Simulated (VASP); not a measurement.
Ir:

```
CELL_PARAMETERS angstrom
0.00000 2.16688 1.59114
2.16688 0.00000 1.59114
2.16688 2.16688 0.00000
ATOMIC_POSITIONS crystal
Ir 0.00000 0.00000 0.00000
```

This cell differs from its parent crystal: volume 14.942 Å^3 an atom, c/a of the conventional cell 0.7343.

Base run:

* Program: VASP 6.6.1
* Functional: LDA
* Potentials or basis: VASP PAW LDA potentials, release 64 (Ir_sv_GW)
* Cutoff: 500 eV
* k mesh: 22 × 22 × 22
* Occupations: gaussian, width 0.15 eV
* Spin: no spin polarisation

Its results: pressure -16.1 GPa.

Question: The run is repeated on the same cell with these changes: potentials or basis from VASP PAW LDA potentials, release 64 (Ir_sv_GW) to VASP PAW LDA potentials, release 64 (Ir); cutoff from 500 eV to 520 eV; further incar settings from ALGO = Normal; EDIFF = 1e-06; NBANDS = 14 to ALGO = Fast; EDIFF = 1e-06; NBANDS = 10; valence electrons from 17 to 9. What comes out?

Answer: Pressure -12.4 GPa.
